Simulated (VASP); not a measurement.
# SnO2 (Fm-3m) in VASP: notebook

Aim: see how the results for SnO2 move with the level of theory and the settings. Levels: PBE, PBEsol, LDA, r2SCAN. Tasks: relaxation of cell and atoms, single point.

All numbers are computed with VASP 6.6.1; they aren't measurements. Logs are shortened: lines on timing, memory, paths and dates and some standing lists are left out, and cuts for length are marked.

## (1) The cell of the first run

Symmetry: Fm-3m, No. 225, cubic system. Conventional cell: a = 4.902 Å, b = 4.902 Å, c = 4.902 Å, α = 90.00°, β = 90.00°, γ = 90.00°. Within 2.8 Å of Sn (site symmetry m-3m) lie 8 O at 2.12 Å. Within 2.8 Å of O (site symmetry -43m) lie 4 Sn at 2.12 Å and 6 O at 2.45 Å.

## (2) Relaxation of cell and atoms, PBE

INCAR

```
SYSTEM = SnO2
PREC = Accurate
ENCUT = 600
EDIFF = 1E-6
ISMEAR = -1
SIGMA = 0.02
LREAL = .False.
LASPH = .True.
NELM = 80
ALGO = Normal
ISIF = 3
LWAVE = .False.
LCHARG = .False.
GGA = PE
IBRION = 2
NSW = 80
EDIFFG = -0.005
```

KPOINTS

```
Automatic mesh
0
Gamma
  8 8 8
  0 0 0
```

POSCAR

```
SnO2
1.0
    0.0000000000      2.4510416331      2.4510416331
    2.4510416331      0.0000000000      2.4510416331
    2.4510416331      2.4510416331      0.0000000000
Sn O
1 2
Direct
    0.0000000000      0.0000000000      0.0000000000
    0.2500000000      0.2500000000      0.2500000000
    0.7500000000      0.7500000000      0.7500000000
```

Potentials or basis: VASP PAW PBE potentials, release 64 (Sn_d, O).

Command:

```sh
$ cat potpaw_PBE.64/Sn_d/POTCAR potpaw_PBE.64/O/POTCAR > POTCAR
$ mpirun -np 1 vasp_std > vasp.out
```

OUTCAR:

```text
SYSTEM = SnO2
   PREC = Accurate
   ENCUT = 600
   EDIFF = 1E-6
   ISMEAR = -1
   LREAL = .False.
   LASPH = .True.
   NELM = 80
   ISIF = 3
   GGA = PE
   IBRION = 2
   NSW = 80
   EDIFFG = -0.005

 ion  position               nearest neighbor table
   1  0.000  0.000  0.000-   3 2.12   3 2.12   3 2.12   2 2.12   3 2.12   2 2.12   2 2.12   2 2.12

   2  0.250  0.250  0.250-   1 2.12   1 2.12   1 2.12   1 2.12
   3  0.750  0.750  0.750-   1 2.12   1 2.12   1 2.12   1 2.12

  LATTYP: Found a face centered cubic cell.
 ALAT       =     4.9020832662

  Lattice vectors:

 A1 = (   0.0000000000,   2.4510416331,   2.4510416331)
 A2 = (   2.4510416331,   0.0000000000,   2.4510416331)
 A3 = (   2.4510416331,   2.4510416331,   0.0000000000)

Analysis of symmetry for initial positions (statically):
=====================================================================
 Subroutine PRICEL returns:
 Original cell was already a primitive cell.

 Routine SETGRP: Setting up the symmetry group for a
 face centered cubic supercell.

 Subroutine GETGRP returns: Found 48 space group operations
 (whereof 48 operations were pure point group operations)
 out of a pool of 48 trial point group operations.

The static configuration has the point symmetry O_h .

Analysis of symmetry for dynamics (positions and initial velocities):
=====================================================================
 Subroutine PRICEL returns:
 Original cell was already a primitive cell.

 Routine SETGRP: Setting up the symmetry group for a
 face centered cubic supercell.

 Subroutine GETGRP returns: Found 48 space group operations
 (whereof 48 operations were pure point group operations)
 out of a pool of 48 trial point group operations.

The dynamic configuration has the point symmetry O_h .

 Subroutine INISYM returns: Found 48 space group operations
 (whereof 48 operations are pure point group operations),
 and found     1 'primitive' translations

----------------------------------------------------------------------------------------

                                     Primitive cell

  volume of cell :      29.4498

  direct lattice vectors                    reciprocal lattice vectors
     0.000000000  2.451041633  2.451041633    -0.203994903  0.203994903  0.203994903
     2.451041633  0.000000000  2.451041633     0.203994903 -0.203994903  0.203994903
     2.451041633  2.451041633  0.000000000     0.203994903  0.203994903 -0.203994903
[... 103 lines left out ...]
   IALGO  =     38    algorithm
   IMIX   =      4    mixing-type and parameters
     AMIX     =   0.40;   BMIX     =  1.00
     AMIX_MAG =   1.60;   BMIX_MAG =  1.00
  volume/ion in A,a.u.               =       9.82        66.25
  Fermi-wavevector in a.u.,A,eV,Ry     =   1.570502  2.967819 33.558466  2.466478
  Thomas-Fermi vector in A             =   2.672226
   LORBIT       =      0    0 simple, 1 ext, 2 COOP (PROOUT), +10 PAW based schemes
   GGA     = PE    functional components
   LHFCALC =     F    Hartree Fock is set to
   AEXX    =    0.0000 exact exchange contribution
   IVDW    =     0    specifies the selected vdW correction
   LEPSILON=     F    determine dielectric tensor
   LRPA    =     F    only Hartree local field effects (RPA)
 conjugate gradient relaxation of ions
 non-spin polarized calculation
  energy-cutoff  :      600.00
  volume of cell :       29.45
 maximum number of plane-waves:       995
   NGX = 13   NGY = 13   NGZ = 13

--------------------------------------- Ionic step        1  -------------------------------------------

 number of electron      26.0000007 magnetization

 Free energy of the ion-electron system (eV)
  ---------------------------------------------------
  ext. energy  EPLUGINS =         0.00000000
  ---------------------------------------------------
  free energy    TOTEN  =       -17.42015111 eV

  energy without entropy =      -17.42015111  energy(sigma->0) =      -17.42015111

------------------------ aborting loop because EDIFF is reached ----------------------------------------

  FORCE on cell =-STRESS in cart. coord.  units (eV):
  Direction    XX          YY          ZZ          XY          YZ          ZX
  --------------------------------------------------------------------------------------
  -------------------------------------------------------------------------------------
  Total        7.1605858      7.1605858      7.1605858      0.0000000      0.0000000      0.0000000
  in kB      389.5624372    389.5624372    389.5624372      0.0000000      0.0000000      0.0000000
  external PRESSURE =     389.5624372 kB  Pullay stress =       0.0000000 kB
[... 92 lines left out ...]
  FREE ENERGIE OF THE ION-ELECTRON SYSTEM (eV)
  ---------------------------------------------------
  free  energy   TOTEN  =       -17.9110234081 eV

  energy  without entropy=      -17.9107415710  energy(sigma->0) =      -17.91088249

[... ionic steps 4 to 15 ...]

--------------------------------------- Ionic step       16  -------------------------------------------

 number of electron      25.9999991 magnetization

------------------------ aborting loop because EDIFF is reached ----------------------------------------
[... 69 lines left out ...]
--------------------------------------- Ionic step       18  -------------------------------------------

 number of electron      25.9999992 magnetization

 Free energy of the ion-electron system (eV)
  ---------------------------------------------------
  ext. energy  EPLUGINS =         0.00000000
  ---------------------------------------------------
  free energy    TOTEN  =       -17.91149640 eV

  energy without entropy =      -17.91121619  energy(sigma->0) =      -17.91135630

 E-fermi :   7.3796     XC(G=0): -11.6603

 val. band max:        7.3392383879   @ k =  -0.2500   0.5000   0.2500
 cond. band min:       8.5901301592   @ k =   0.1250   0.0000   0.0000
 fundamental gap:      1.2508917713
 Fermi energy:         7.3795540958

 k-point     1 :       0.0000    0.0000    0.0000
  band No.  band energies     occupation
      1     -13.2221      2.00000
      2     -13.2221      2.00000
      3     -13.2221      2.00000
      4     -13.0987      2.00000
      5     -13.0987      2.00000
      6     -11.9526      2.00000
[... 457 lines left out ...]
      4     -13.1138      2.00000
      5     -13.0738      2.00000
      6      -9.6414      2.00000
[... 9 lines left out ...]
     16      16.9650      0.00000
     17      18.0271      0.00000

 [... further k-points ...]
[... 5 lines left out ...]
  --------------------------------------------------------------------------------------
  -------------------------------------------------------------------------------------
  Total       -0.0100287     -0.0100287     -0.0100287     -0.0000000      0.0000000      0.0000000
  in kB       -0.4707642     -0.4707642     -0.4707642     -0.0000000      0.0000000      0.0000000
  external PRESSURE =      -0.4707642 kB  Pullay stress =       0.0000000 kB
[... 18 lines left out ...]
  FREE ENERGIE OF THE ION-ELECTRON SYSTEM (eV)
  ---------------------------------------------------
  free  energy   TOTEN  =       -17.9114964041 eV

  energy  without entropy=      -17.9112161889  energy(sigma->0) =      -17.91135630

 reached required accuracy - stopping structural energy minimisation
```

OSZICAR:

```text
N       E                     dE             d eps       ncg     rms          rms(c)
DAV:   1     0.245410436912E+03    0.24541E+03   -0.15651E+04  1050   0.272E+03
DAV:   2    -0.187630169194E+00   -0.24560E+03   -0.23841E+03  1098   0.520E+02
DAV:   3    -0.203663977493E+02   -0.20179E+02   -0.20065E+02  1131   0.145E+02
DAV:   4    -0.208194217870E+02   -0.45302E+00   -0.45221E+00  1154   0.216E+01
[... 106 lines left out ...]
DAV:   1    -0.179116827477E+02   -0.19975E-03   -0.46392E-03  1262   0.131E+00    0.911E-02
DAV:   2    -0.179115302531E+02    0.15249E-03   -0.39175E-04  1227   0.292E-01    0.322E-02
DAV:   3    -0.179115015964E+02    0.28657E-04   -0.56186E-05  1232   0.209E-01    0.993E-03
DAV:   4    -0.179114972328E+02    0.43635E-05   -0.10012E-05  1343   0.803E-02    0.166E-03
DAV:   5    -0.179114964041E+02    0.82869E-06   -0.11947E-06   543   0.121E-02
  18 F= -.17911496E+02 E0= -.17911356E+02  d E =-.662526E-04
```

CONTCAR:

```text
SnO2
   1.00000000000000
     0.0000000000000000    2.5745848114806926    2.5745848114806926
     2.5745848114806926   -0.0000000000000000    2.5745848114806926
     2.5745848114806926    2.5745848114806926   -0.0000000000000000
  Sn              O
     1     2
Direct
     0.0000000000000000    0.0000000000000000    1.0000000000000000
     0.2500000000000000    0.2500000000000000    0.2500000000000000
     0.7500000000000000    0.7500000000000000    0.7500000000000000

  0.00000000E+00  0.00000000E+00  0.00000000E+00
  0.00000000E+00  0.00000000E+00  0.00000000E+00
  0.00000000E+00  0.00000000E+00  0.00000000E+00
```

Wall time 54 s (1 thread of Intel Xeon 6975P-C (Granite Rapids), shared host); peak memory 0.16 GiB.

Results:

| Property | Result |
| --- | --- |
| Free energy | -17.9115 eV |
| Relaxed volume | 11.38 Å³/atom |
| Relaxed cell | a = 3.641 Å, b = 3.641 Å, c = 3.641 Å, α = 60.00°, β = 60.00°, γ = 60.00° |
| Space group after relaxing (to 0.05 Å) | Fm-3m (No. 225) |
| Energy gained by relaxing | 163.8 meV/atom |
| Ionic steps | 18 |
| Pressure after relaxing | 0.0 GPa |
| Band gap on the k mesh | zero (band 13 reaches 7.34 eV, above the bottom of band 14 at 7.15 eV) |

The path:
```
step  energy change (eV)  largest force (eV/Å)  pressure (GPa)  volume (Å³)
   1              0.0000                0.0000           38.96        29.45
   2              0.0531                0.0000          -21.93        40.84
   3             -0.4909                0.0000           -0.92        34.29
   4             -0.4913                0.0000           -0.18        34.16
   5             -0.4913                0.0000            0.37        34.06
   6             -0.4913                0.0000            0.39        34.06
   7             -0.4913                0.0000            0.36        34.06
   8             -0.4913                0.0000            0.35        34.06
   9             -0.4913                0.0000            0.34        34.06
  10             -0.4913                0.0000            0.35        34.06
  11             -0.4913                0.0000            0.35        34.06
  12             -0.4913                0.0000            0.35        34.06
  13             -0.4913                0.0000            0.35        34.07
  14             -0.4913                0.0000            0.37        34.07
  15             -0.4913                0.0000            0.31        34.07
  16             -0.4913                0.0000            0.23        34.08
  17             -0.4913                0.0000            0.16        34.10
  18             -0.4913                0.0000           -0.05        34.13
```

Final structure:
```
CELL_PARAMETERS angstrom
0.00000 2.57458 2.57458
2.57458 0.00000 2.57458
2.57458 2.57458 0.00000
ATOMIC_POSITIONS crystal
Sn 0.00000 0.00000 0.00000
O 0.25000 0.25000 0.25000
O 0.75000 0.75000 0.75000
```

Caveat: the volume moved by over 15 % at a fixed basis, so the end points are rough; spin-orbit coupling is left out, which moves the levels of the heavy elements.

## (3) Relaxation of cell and atoms, PBEsol

This run uses another cell than the first one, of 11.34 Å³/atom, 1.156 times its volume.

INCAR

```
SYSTEM = SnO2
  PREC = Accurate
  ENCUT = 600
  EDIFF = 1E-6
  ISMEAR = -1
  SIGMA = 0.02
  LREAL = .False.
  LASPH = .True.
  NELM = 80
  ALGO = Normal
  ISIF = 3
  LWAVE = .False.
  LCHARG = .False.
  GGA = PS
  IBRION = 2
  NSW = 80
  EDIFFG = -0.005
```

KPOINTS is that of step 2.

POSCAR

```
SnO2
1.0
    0.0000000000      2.5720474467      2.5720474467
    2.5720474467      0.0000000000      2.5720474467
    2.5720474467      2.5720474467      0.0000000000
Sn O
1 2
Direct
    0.0000000000      0.0000000000      0.0000000000
    0.2500000000      0.2500000000      0.2500000000
    0.7500000000      0.7500000000      0.7500000000
```

Potentials or basis: VASP PAW PBE potentials, release 64 (Sn_d, O).

Command:

```sh
$ cat potpaw_PBE.64/Sn_d/POTCAR potpaw_PBE.64/O/POTCAR > POTCAR
$ mpirun -np 1 vasp_std > vasp.out
```

Wall time 25 s (1 thread of Intel Xeon 6975P-C (Granite Rapids), shared host); peak memory 0.18 GiB.

It converged, with:

```
Free energy                            : -19.1823 eV
Relaxed volume                         : 10.98 Å³/atom
Relaxed cell                           : a = 3.598 Å, b = 3.598 Å, c = 3.598 Å, α = 60.00°, β = 60.00°, γ = 60.00°
Space group after relaxing (to 0.05 Å) : Fm-3m (No. 225)
Energy gained by relaxing              : 7.2 meV/atom
Ionic steps                            : 3
Pressure after relaxing                : 0.0 GPa
Band gap on the k mesh                 : 0.08 eV, indirect (least direct gap 1.47 eV)
```

The path:
```tsv
step	energy change (eV)	largest force (eV/Å)	pressure (GPa)	volume (Å³)
1	0.0000	0.0000	-6.18	34.03
2	-0.0005	0.0000	6.97	31.92
3	-0.0217	0.0000	-0.04	32.94
```

Final structure:
```
Sn O
1.0
     0.00000    2.54425    2.54425
     2.54425    0.00000    2.54425
     2.54425    2.54425    0.00000
Sn O
1 2
Cartesian
  0.0000 0.0000 0.0000
  1.2721 1.2721 1.2721
  3.8164 3.8164 3.8164
```

Levels at points of the mesh, in eV from the valence-band top:
```
           k point  band 9  band 10  band 11  band 12  band 13  band 14  band 15  band 16  band 17
(0.00, 0.00, 0.00)   -2.92    -2.92    -1.40    -1.40    -1.40     0.08     6.92     6.92     6.92
(0.50, 0.00, 0.00)   -3.93    -3.42    -3.42    -2.13    -2.13     4.75     7.83    10.21    10.21
(0.50, 0.50, 0.00)   -5.55    -5.55    -0.20    -0.20    -0.12     3.11     7.02     9.68    12.05
```

Caveat: the PAW data sets were made with another functional, which shifts forces and pressure a little; spin-orbit coupling is left out, which moves the levels of the heavy elements.

(Continued in part 2 of 3.)
